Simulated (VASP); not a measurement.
# Sb (P6_3/mmc) in VASP: a series of runs, part 2 of 2

VASP 6.6.1. Earlier steps stand in the parts before.

### Step 5. Relaxation of cell and atoms, PBEsol+D4

This run uses another cell than the first one, of 26.65 Å³/atom, 1.340 times its volume.

INCAR reads:

```
SYSTEM = Sb
ALGO = Normal
EDIFF = 1E-6
EDIFFG = -0.01
ENCUT = 600
GGA = PS
IBRION = 2
ISIF = 3
ISMEAR = -1
IVDW = 13
LASPH = .TRUE.
LCHARG = .FALSE.
LREAL = .FALSE.
LWAVE = .FALSE.
NELM = 100
NSW = 60
PREC = Accurate
SIGMA = 0.05
```

KPOINTS reads:

```
k-points
0
G
  9 9 5
  0 0 0
```

POSCAR reads:

```
Sb
1.0
    3.3545324186      0.0000000000      0.0000000000
   -1.6772662093      2.9051102923      0.0000000000
    0.0000000000      0.0000000000      5.4701606500
Sb
2
Direct
    0.6666666667      0.3333333333      0.7500000000
    0.3333333333      0.6666666667      0.2500000000
```

Potentials or basis: VASP PAW PBE potentials, release 64 (Sb).

Run with:

```
$ cat potpaw_PBE.64/Sb/POTCAR > POTCAR
$ mpirun -np 1 vasp_std > vasp.out
```

OUTCAR:

```text
SYSTEM = Sb
   EDIFF = 1E-6
   EDIFFG = -0.01
   ENCUT = 600
   GGA = PS
   IBRION = 2
   ISIF = 3
   ISMEAR = -1
   IVDW = 13
   LASPH = .TRUE.
   LREAL = .FALSE.
   NELM = 100
   NSW = 60
   PREC = Accurate

 ion  position               nearest neighbor table
   1  0.667  0.333  0.750-   2 3.35   2 3.35   2 3.35   2 3.35   2 3.35   2 3.35
   2  0.333  0.667  0.250-   1 3.35   1 3.35   1 3.35   1 3.35   1 3.35   1 3.35

  LATTYP: Found a hexagonal cell.
 ALAT       =     3.3545324186
 C/A-ratio  =     1.6306775334

  Lattice vectors:

 A1 = (   3.3545324186,   0.0000000000,   0.0000000000)
 A2 = (  -1.6772662093,   2.9051102923,   0.0000000000)
 A3 = (   0.0000000000,   0.0000000000,   5.4701606500)

Analysis of symmetry for initial positions (statically):
=====================================================================
 Subroutine PRICEL returns:
 Original cell was already a primitive cell.

 Routine SETGRP: Setting up the symmetry group for a
 hexagonal supercell.

 Subroutine GETGRP returns: Found 24 space group operations
[... 333 lines left out ...]
  ---------------------------------------------------
  free energy    TOTEN  =        -8.67991910 eV

  energy without entropy =       -8.67026440  energy(sigma->0) =       -8.67509175

 E-fermi :   9.1529     XC(G=0): -10.6168

 val. band max:        9.1215478992   @ k =   0.2222   0.0000   0.4000
 cond. band min:       9.2341029397   @ k =   0.1111   0.1111   0.0000
 fundamental gap:      0.1125550405
 Fermi energy:         9.1529038637

 k-point     1 :       0.0000    0.0000    0.0000
  band No.  band energies     occupation
      1      -4.2203      2.00000
      2      -0.0633      2.00000
      3       2.9905      2.00000
      4      13.1017      0.00000
      5      13.1017      0.00000
      6      14.8690      0.00000
      7      14.8690      0.00000
      8      15.1856      0.00000
      9      17.2298      0.00000
[... 265 lines left out ...]
 k-point    24 :       0.3333    0.3333    0.2000
  band No.  band energies     occupation
      1       1.1145      2.00000
      2       1.1145      2.00000
      3       4.6515      2.00000
      4       5.8183      2.00000
      5       5.8183      2.00000
      6       7.4400      2.00000
      7       9.9848      0.00000
      8       9.9848      0.00000
      9      13.6946      0.00000

 [... further k-points ...]

------------------------ aborting loop because EDIFF is reached ----------------------------------------

  DFT-D4 for vdW energy calculation

  Edisp (eV):   -0.69444
[... 25 lines left out ...]
  FREE ENERGIE OF THE ION-ELECTRON SYSTEM (eV)
  ---------------------------------------------------
  free  energy   TOTEN  =        -9.3743554960 eV

  energy  without entropy=       -9.3647007979  energy(sigma->0) =       -9.36952815

 reached required accuracy - stopping structural energy minimisation
```

OSZICAR:

```text
N       E                     dE             d eps       ncg     rms          rms(c)
DAV:   1     0.407971902121E+02    0.40797E+02   -0.40773E+03   648   0.100E+03
DAV:   2    -0.714622491903E+01   -0.47943E+02   -0.46908E+02   980   0.129E+02
DAV:   3    -0.868397032560E+01   -0.15377E+01   -0.15249E+01   762   0.300E+01
DAV:   4    -0.869705977302E+01   -0.13089E-01   -0.13088E-01   770   0.316E+00
[... 28 lines left out ...]
       N       E                     dE             d eps       ncg     rms          rms(c)
DAV:   1    -0.867995345886E+01   -0.10775E-02   -0.14310E-03   692   0.216E-01    0.270E-02
DAV:   2    -0.867993189464E+01    0.21564E-04   -0.28910E-05   668   0.423E-02    0.151E-02
DAV:   3    -0.867991906219E+01    0.12832E-04   -0.22309E-05   681   0.264E-02    0.394E-03
DAV:   4    -0.867991910255E+01   -0.40363E-07   -0.18739E-07   334   0.407E-03
   5 F= -.93743555E+01 E0= -.93695281E+01  d E =-.192974E-04
```

Run time: 1.7 min. Hardware: 1 thread of AMD EPYC 7R13, shared host; peak memory 0.18 GiB.

What came out:

| Property | Result |
| --- | --- |
| Free energy | -9.3744 eV |
| Relaxed volume | 25.23 Å³/atom |
| Relaxed cell | a = 3.295 Å, b = 3.295 Å, c = 5.368 Å, α = 90.00°, β = 90.00°, γ = 120.00° |
| Space group after relaxing (to 0.05 Å) | P6_3/mmc (No. 194) |
| Energy gained by relaxing | 17.0 meV/atom |
| Ionic steps | 5 |
| Pressure after relaxing | 0.0 GPa |
| Band gap on the k mesh | zero (band 5 reaches 13.70 eV, above the bottom of band 6 at 6.27 eV) |
| Dispersion energy per atom | -0.347 eV |

The path:
| step | energy change (eV) | largest force (eV/Å) | pressure (GPa) | volume (Å³) |
| --- | --- | --- | --- | --- |
| 1 | 0.0000 | 0.0000 | -3.56 | 53.31 |
| 2 | -0.0216 | 0.0000 | 2.58 | 48.86 |
| 3 | -0.0339 | 0.0000 | -0.01 | 50.44 |
| 4 | -0.0339 | 0.0000 | 0.07 | 50.39 |
| 5 | -0.0339 | 0.0000 | -0.04 | 50.46 |

Final structure:
```yaml
crystal:
  lattice:
    - [3.29467, 0.00000, 0.00000]
    - [-1.64733, 2.85327, 0.00000]
    - [0.00000, 0.00000, 5.36826]
  atoms:
    - { symbol: Sb, position: [0.66667, 0.33333, 0.75000] }
    - { symbol: Sb, position: [0.33333, 0.66667, 0.25000] }
```

Caveat: the PAW data sets were made with another functional, which shifts forces and pressure a little; spin-orbit coupling is left out, which moves the levels of the heavy elements; pairwise dispersion overbinds metals, which lowers pressure and volume.

### Step 6. Relaxation of cell and atoms, RPBE+D3(BJ)

This run uses another cell than the first one, of 26.65 Å³/atom, 1.340 times its volume.

INCAR reads:

```
SYSTEM = Sb
PREC     = Accurate       ! precision mode
ENCUT    = 600            ! plane-wave cutoff, eV
EDIFF    = 1E-6           ! SCF threshold, eV
ISMEAR   = -1             ! smearing method
SIGMA    = 0.05           ! smearing width, eV
LREAL    = .FALSE.        ! projectors in reciprocal space
LASPH    = .TRUE.         ! aspherical terms in the spheres
NELM     = 80             ! most SCF steps
ALGO     = Normal         ! electronic algorithm
ISIF     = 3              ! what is computed and relaxed
LWAVE    = .FALSE.        ! write WAVECAR
LCHARG   = .FALSE.        ! write CHGCAR
GGA      = RP             ! functional
IVDW     = 12             ! dispersion correction
IBRION   = 2              ! ionic algorithm
NSW      = 60             ! ionic steps
EDIFFG   = -0.01          ! ionic threshold
```

KPOINTS reads:

```
Automatic mesh
0
G
  9 9 5
  0 0 0
```

POSCAR is that of step 5.

Potentials or basis: VASP PAW PBE potentials, release 64 (Sb).

Run with:

```
$ cat potpaw_PBE.64/Sb/POTCAR > POTCAR
$ mpirun -np 1 vasp_std > vasp.out
```

OUTCAR:

```text
SYSTEM = Sb
   PREC = Accurate
   ENCUT = 600
   EDIFF = 1E-6
   ISMEAR = -1
   LREAL = .FALSE.
   LASPH = .TRUE.
   NELM = 80
   ISIF = 3
   GGA = RP
   IVDW = 12
   IBRION = 2
   NSW = 60
   EDIFFG = -0.01
 IVDW          = 12

 ion  position               nearest neighbor table
   1  0.667  0.333  0.750-   2 3.35   2 3.35   2 3.35   2 3.35   2 3.35   2 3.35
   2  0.333  0.667  0.250-   1 3.35   1 3.35   1 3.35   1 3.35   1 3.35   1 3.35

  LATTYP: Found a hexagonal cell.
 ALAT       =     3.3545324186
 C/A-ratio  =     1.6306775334

  Lattice vectors:

 A1 = (   3.3545324186,   0.0000000000,   0.0000000000)
 A2 = (  -1.6772662093,   2.9051102923,   0.0000000000)
 A3 = (   0.0000000000,   0.0000000000,   5.4701606500)

Analysis of symmetry for initial positions (statically):
=====================================================================
 Subroutine PRICEL returns:
 Original cell was already a primitive cell.

 Routine SETGRP: Setting up the symmetry group for a
 hexagonal supercell.

 Subroutine GETGRP returns: Found 24 space group operations
 (whereof 12 operations were pure point group operations)
 out of a pool of 24 trial point group operations.

The static configuration has the point symmetry D_3d.
 The point group associated with its full space group is D_6h.

Analysis of symmetry for dynamics (positions and initial velocities):
=====================================================================
 Subroutine PRICEL returns:
 Original cell was already a primitive cell.

 Routine SETGRP: Setting up the symmetry group for a
 hexagonal supercell.

 Subroutine GETGRP returns: Found 24 space group operations
 (whereof 12 operations were pure point group operations)
 out of a pool of 24 trial point group operations.

The dynamic configuration has the point symmetry D_3d.
 The point group associated with its full space group is D_6h.

 Subroutine INISYM returns: Found 24 space group operations
 (whereof 12 operations are pure point group operations),
 and found     1 'primitive' translations

----------------------------------------------------------------------------------------

                                     Primitive cell

  volume of cell :      53.3083

  direct lattice vectors                    reciprocal lattice vectors
     3.354532419  0.000000000  0.000000000     0.298104139  0.172110505  0.000000000
    -1.677266209  2.905110292  0.000000000     0.000000000  0.344221010  0.000000000
     0.000000000  0.000000000  5.470160650     0.000000000  0.000000000  0.182809987

  length of vectors
     3.354532419  3.354532419  5.470160650     0.344221010  0.344221010  0.182809987

  position of ions in fractional coordinates (direct lattice)
     0.666666667  0.333333333  0.750000000
     0.333333333  0.666666667  0.250000000

  ion indices of the primitive-cell ions
   primitive index   ion index
                 1           1
                 2           2

----------------------------------------------------------------------------------------

 KPOINTS: Automatic mesh

Automatic generation of k-mesh.
 Grid dimensions read from file:
 generate k-points for:    9    9    5

 Generating k-lattice:

  Cartesian coordinates                     Fractional coordinates (reciprocal lattice)
     0.033122682  0.019123389  0.000000000     0.111111111  0.000000000  0.000000000
     0.000000000  0.038246779  0.000000000     0.000000000  0.111111111  0.000000000
     0.000000000  0.000000000  0.036561997     0.000000000  0.000000000  0.200000000

  Length of vectors
     0.038246779  0.038246779  0.036561997

  Shift w.r.t. Gamma in fractional coordinates (k-lattice)
     0.000000000  0.000000000  0.000000000

 Subroutine IBZKPT returns following result:
 ===========================================

 Found     36 irreducible k-points:

 Following reciprocal coordinates:
            Coordinates               Weight
  0.000000  0.000000  0.000000      1.000000
  0.111111  0.000000  0.000000      6.000000
  0.222222  0.000000  0.000000      6.000000
  0.333333  0.000000  0.000000      6.000000
  0.444444  0.000000  0.000000      6.000000
  0.111111  0.111111  0.000000      6.000000
[... 16 lines left out ...]
  0.333333  0.222222  0.200000     24.000000
  0.333333  0.333333  0.200000      4.000000
 [... further k-points ...]
   k-points           NKPTS =     36   k-points in BZ     NKDIM =     36   number of bands    NBANDS=      9
   number of dos      NEDOS =    301   number of ions     NIONS =      2
   total plane-waves  NPLWV =  37632
   dimension x,y,z NGX =    28 NGY =   28 NGZ =   48
   dimension x,y,z NGXF=    56 NGYF=   56 NGZF=   96
   ions per type =               2
   NGX,Y,Z   is equivalent  to a cutoff of  13.88, 13.88, 14.59 a.u.
   NGXF,Y,Z  is equivalent  to a cutoff of  27.75, 27.75, 29.18 a.u.
 SYSTEM =  Sb
   PREC   = accura    normal or accurate (medium, high low for compatibility)
   ISTART =      0    job   : 0-new  1-cont  2-samecut
   ICHARG =      2    charge: 1-file 2-atom 10-const
   ISPIN  =      1    spin polarized calculation?
   LNONCOLLINEAR =      F non collinear calculations
   LSORBIT =      F    spin-orbit coupling
   LASPH  =      T    aspherical Exc in radial PAW
   ENCUT  =  600.0 eV  44.10 Ry    6.64 a.u.   6.70  6.70 10.93*2*pi/ulx,y,z
   NELM   =     80;   NELMIN=  2; NELMDL= -5     # of ELM steps
   EDIFF  = 0.1E-05   stopping-criterion for ELM
   LREAL  =      F    real-space projection
   EDIFFG = -.1E-01   stopping-criterion for IOM
   NSW    =     60    number of steps for IOM
   IBRION =      2    ionic relax: 0-MD 1-quasi-New 2-CG
   NFREE  =      1    steps in history (QN), initial steepest desc. (CG)
   ISIF   =      3    stress and relaxation
   ISYM   =      2    0-nonsym 1-usesym 2-fastsym
   POTIM  = 0.5000    time-step for ionic-motion
   TEBEG  =    0.0;   TEEND  =   0.0 temperature during run
   PSTRESS=    0.0 pullay stress
   NELECT =      10.0000    total number of electrons
   NUPDOWN=      -1.0000    fix difference up-down
   EMIN   =  10.00;   EMAX   =-10.00  energy-range for DOS
   EFERMI =   0.00;   METHOD = LEGACY
   ISMEAR =    -1;   SIGMA  =   0.05  broadening in eV -4-tet -1-fermi 0-gaus
   EFERMI_NEDOS =   21; number of points for ismear=-14 and -15
   IALGO  =     38    algorithm
   IMIX   =      4    mixing-type and parameters
     AMIX     =   0.40;   BMIX     =  1.00
     AMIX_MAG =   1.60;   BMIX_MAG =  1.00
  volume/ion in A,a.u.               =      26.65       179.87
  Fermi-wavevector in a.u.,A,eV,Ry     =   0.937152  1.770960 11.949364  0.878253
  Thomas-Fermi vector in A             =   2.064234
   LORBIT       =      0    0 simple, 1 ext, 2 COOP (PROOUT), +10 PAW based schemes
   GGA     = RP    functional components
   LHFCALC =     F    Hartree Fock is set to
   AEXX    =    0.0000 exact exchange contribution
   IVDW    =    12    specifies the selected vdW correction
   LEPSILON=     F    determine dielectric tensor
   LRPA    =     F    only Hartree local field effects (RPA)
 conjugate gradient relaxation of ions
 non-spin polarized calculation
  energy-cutoff  :      600.00
  volume of cell :       53.31
 maximum number of plane-waves:      1798
 NGX is ok and might be reduce to    28
   NGX = 13   NGY = 13   NGZ = 21

--------------------------------------- Ionic step        1  -------------------------------------------

 number of electron      10.0000000 magnetization

 Free energy of the ion-electron system (eV)
  ---------------------------------------------------
  ext. energy  EPLUGINS =         0.00000000
  ---------------------------------------------------
  free energy    TOTEN  =        -6.94525307 eV

  energy without entropy =       -6.93332037  energy(sigma->0) =       -6.93928672

 E-fermi :   8.6665     XC(G=0): -10.2394

 val. band max:        8.6383605769   @ k =   0.2222   0.0000   0.4000
 cond. band min:       8.6850234038   @ k =   0.2222   0.0000   0.4000
 fundamental gap:      0.0466628269
 Fermi energy:         8.6664708561

 k-point     1 :       0.0000    0.0000    0.0000
  band No.  band energies     occupation
      1      -4.2374      2.00000
      2      -0.3956      2.00000
      3       2.8675      2.00000
      4      12.3843      0.00000
      5      12.3843      0.00000
      6      14.0374      0.00000
      7      14.0374      0.00000
      8      14.2893      0.00000
      9      16.4522      0.00000
[... 513 lines left out ...]
  energy  without entropy=      -13.2130353855  energy(sigma->0) =      -13.21646184

--------------------------------------- Ionic step        7  -------------------------------------------

 number of electron      10.0000000 magnetization

 Free energy of the ion-electron system (eV)
  ---------------------------------------------------
  ext. energy  EPLUGINS =         0.00000000
  ---------------------------------------------------
  free energy    TOTEN  =        -5.48964943 eV

  energy without entropy =       -5.48320775  energy(sigma->0) =       -5.48642859

 E-fermi :  13.1241     XC(G=0): -11.5912

 val. band max:       13.0369095050   @ k =   0.3333   0.2222   0.2000
 cond. band min:      13.1599570115   @ k =   0.3333   0.2222   0.0000
 fundamental gap:      0.1230475065
 Fermi energy:        13.1240914354

 k-point     1 :       0.0000    0.0000    0.0000
  band No.  band energies     occupation
      1      -2.5590      2.00000
      2       3.3116      2.00000
      3       5.1567      2.00000
      4      18.1797      0.00000
      5      18.1797      0.00000
      6      20.4440      0.00000
      7      20.4440      0.00000
      8      21.5319      0.00000
      9      22.0756      0.00000
[... 309 lines left out ...]
  FREE ENERGIE OF THE ION-ELECTRON SYSTEM (eV)
  ---------------------------------------------------
  free  energy   TOTEN  =       -13.2210537347 eV

  energy  without entropy=      -13.2146120610  energy(sigma->0) =      -13.21783290

 reached required accuracy - stopping structural energy minimisation
```

Wall time 2.3 min (1 thread of AMD EPYC 7R13, shared host); peak memory 0.19 GiB.

Results:

- Free energy: -13.2211 eV
- Relaxed volume: 19.88 Å³/atom
- Relaxed cell: a = 3.052 Å, b = 3.052 Å, c = 4.928 Å, α = 90.00°, β = 90.00°, γ = 120.00°
- Space group after relaxing (to 0.05 Å): P6_3/mmc (No. 194)
- Energy gained by relaxing: 637.2 meV/atom
- Ionic steps: 7
- Pressure after relaxing: 0.0 GPa
- Band gap on the k mesh: zero (band 5 reaches 19.03 eV, above the bottom of band 6 at 9.20 eV)
- Dispersion energy per atom: -3.866 eV

Step by step:
```
step  energy change (eV)  largest force (eV/Å)  pressure (GPa)  volume (Å³)
   1              0.0000                0.0000          -22.31        53.31
   2              1.0805                0.0000           96.89        29.49
   3             -1.2639                0.0000           -3.16        40.63
   4             -1.2712                0.0000           -1.20        40.10
   5             -1.2724                0.0000            0.01        39.79
   6             -1.2733                0.0000            0.07        39.75
   7             -1.2745                0.0000            0.01        39.77
```

Final structure:
```
Sb
1.0
     3.05250    0.00000    0.00000
    -1.52625    2.64354    0.00000
     0.00000    0.00000    4.92824
Sb
2
Direct
  0.66667 0.33333 0.75000
  0.33333 0.66667 0.25000
```

Caveat: the volume moved by over 15 % at a fixed basis, so the end points are rough; the PAW data sets were made with another functional, which shifts forces and pressure a little; spin-orbit coupling is left out, which moves the levels of the heavy elements; pairwise dispersion overbinds metals, which lowers pressure and volume.

### Step 7. The runs side by side

| task | level | cell | cutoff (eV) | gap on the mesh (eV) | pressure (GPa) | relaxed volume (Å³/atom) |
| --- | --- | --- | --- | --- | --- | --- |
| single point | RPBE+D3(BJ) | a = 3.053, b = 3.053, c = 4.929 Å, angles 90.0, 90.0, 120.0°, 2 atoms | 520 | none | 0.0 | - |
| single point | PBEsol+D3(BJ) | a = 3.271, b = 3.271, c = 5.335 Å, angles 90.0, 90.0, 120.0°, 2 atoms | 520 | none | 0.0 | - |
| single point | PBEsol+D4 | a = 3.295, b = 3.295, c = 5.366 Å, angles 90.0, 90.0, 120.0°, 2 atoms | 520 | none | 0.0 | - |
| relaxation of cell and atoms | PBEsol+D4 | relaxed from a = 3.355, b = 3.355, c = 5.470 Å, angles 90.0, 90.0, 120.0°, 2 atoms | 600 | none | 0.0 | 25.23 |
| relaxation of cell and atoms | RPBE+D3(BJ) | relaxed from a = 3.355, b = 3.355, c = 5.470 Å, angles 90.0, 90.0, 120.0°, 2 atoms | 600 | none | 0.0 | 19.88 |

Alike in all rows: potentials or basis VASP PAW PBE potentials, release 64 (Sb); no spin polarisation; k mesh 9 × 9 × 5; smearing fermi-dirac 0.05 eV.

Caveats: the PAW data sets were made with another functional, which shifts forces and pressure a little; spin-orbit coupling is left out, which moves the levels of the heavy elements; pairwise dispersion overbinds metals, which lowers pressure and volume; the volume moved by over 15 % at a fixed basis, so the end points are rough (some runs).

Absolute energies hang on the potentials; compare differences alone.
